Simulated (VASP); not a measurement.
**BeS: single point with r2SCAN**

The system is BeS.

```xyz
2
Lattice="0.0000 2.3173 2.3173 2.3173 0.0000 2.3173 2.3173 2.3173 0.0000" Properties=species:S:1:pos:R:3 pbc="T T T"
Be    0.0000    0.0000    0.0000
S     2.3173    2.3173    2.3173
```

* Program: VASP 6.6.1
* Task: single point
* Functional: r2SCAN
* Potentials or basis: VASP PAW PBE potentials, release 64 (Be, S)
* Cutoff: 520 eV
* k mesh: 6 × 6 × 6
* Occupations: gaussian, width 0.01 eV
* Spin: no spin polarisation
* Dipole correction: no
* Further INCAR settings: ALGO = Normal; EDIFF = 1e-07; NBANDS = 11

The pressure is 0.1 GPa. The band gap on the k mesh is 1.35 eV, indirect (least direct gap 4.59 eV).

Levels at points of the mesh, in eV from the valence-band top:
| k point | band 1 | band 2 | band 3 | band 4 | band 5 | band 6 | band 7 | band 8 | band 9 |
| --- | --- | --- | --- | --- | --- | --- | --- | --- | --- |
| (0.00, 0.00, 0.00) | -15.74 | -0.26 | -0.26 | -0.26 | 6.21 | 9.39 | 9.39 | 9.39 | 10.66 |
| (0.50, 0.00, 0.00) | -13.38 | -7.43 | -0.53 | -0.53 | 4.48 | 4.48 | 4.85 | 11.19 | 16.34 |
| (0.50, 0.50, 0.00) | -12.30 | -6.94 | -3.25 | -3.25 | 1.35 | 4.86 | 12.98 | 12.98 | 14.94 |

Run time: 33 s on 1 thread of Intel Xeon 8259CL, with other jobs on the host, peak memory 0.14 GiB.

Caveat: the PAW data sets were made with another functional, which shifts forces and pressure a little. r2SCAN opens gaps a little over a GGA but as a rule still falls short of measured ones.
